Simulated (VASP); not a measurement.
Write the native input for VASP 6.6.1 that does the following.

```yaml
Task: single point
Functional: PBE
Potentials_or_basis: VASP PAW PBE potentials, release 64 (Ta_pv, Si)
Cutoff: 520 eV
k_mesh: 9 × 9 × 6
Occupations: gaussian, width 0.15 eV
Spin: no spin polarisation
Dipole_correction: no
Further_INCAR_settings: ALGO = Normal; EDIFF = 1e-07; NBANDS = 38
```

The structure of TaSi2 lies in POSCAR:

```
TaSi2
1.0
    4.8060235202      0.0000000000      0.0000000000
   -2.4030117601      4.1621384597      0.0000000000
    0.0000000000      0.0000000000      6.5995345254
Ta Si
3 6
Direct
    0.3202255989      0.0000000000     -0.0327295810
    0.5000000000      0.5000000000      0.6666666667
    0.0000000000      0.5000000000      0.3333333333
    0.1589152396      0.3178304793      0.0000000000
    0.8410847604      0.1589152396      0.6666666667
    0.6821695207      0.8410847604      0.3333333333
    0.8410847604      0.6821695207      0.0000000000
    0.1589152396      0.8410847604      0.6666666667
    0.3178304793      0.1589152396      0.3333333333
```

This cell differs from its parent crystal: atom 1 (Ta) moved by -0.864 Å along [1 0 0] and -0.216 Å along [0 0 1].

These files were run (other wordings do the same):

INCAR

```
ALGO     = Normal         # electronic algorithm
EDIFF    = 1E-7           # SCF threshold, eV
ENCUT    = 520            # plane-wave cutoff, eV
GGA      = PE             # functional
ISIF     = 2              # what is computed and relaxed
ISMEAR   = 0              # smearing method
LASPH    = T              # aspherical terms in the spheres
LCHARG   = T              # write CHGCAR
LELF     = T              # ELF
LREAL    = F              # projectors in reciprocal space
LVHAR    = T            
LWAVE    = F              # write WAVECAR
NBANDS   = 38             # bands
NELM     = 100            # most SCF steps
PREC     = Accurate       # precision mode
SIGMA    = 0.15           # smearing width, eV
```

KPOINTS

```
k-points
0
Gamma
  9 9 6
```

Potentials or basis: VASP PAW PBE potentials, release 64 (Ta_pv, Si).

Command:

```sh
$ cat potpaw_PBE.64/Ta_pv/POTCAR potpaw_PBE.64/Si/POTCAR > POTCAR
$ mpirun -np 1 vasp_std > vasp.out
```

Results of the run:

```
Pressure               : 25.7 GPa
Largest force          : 23.079 eV/Å
Band gap on the k mesh : zero (an odd number of electrons rules out a gap without spin polarisation)
```

Caveat: the cell differs from its parent crystal (atom 1 (Ta) moved by -0.864 Å along [1 0 0] and -0.216 Å along [0 0 1]); the cell stands under pressure; spin-orbit coupling is left out, which moves the levels of the heavy elements; forces of over 1 eV/Å act on the atoms, so gaps and moduli don't describe the material at rest.

It took 10 min on 1 thread of Intel(R) Xeon(R) 6975P-C (Granite Rapids), with other jobs on the host, peak memory 0.93 GiB.
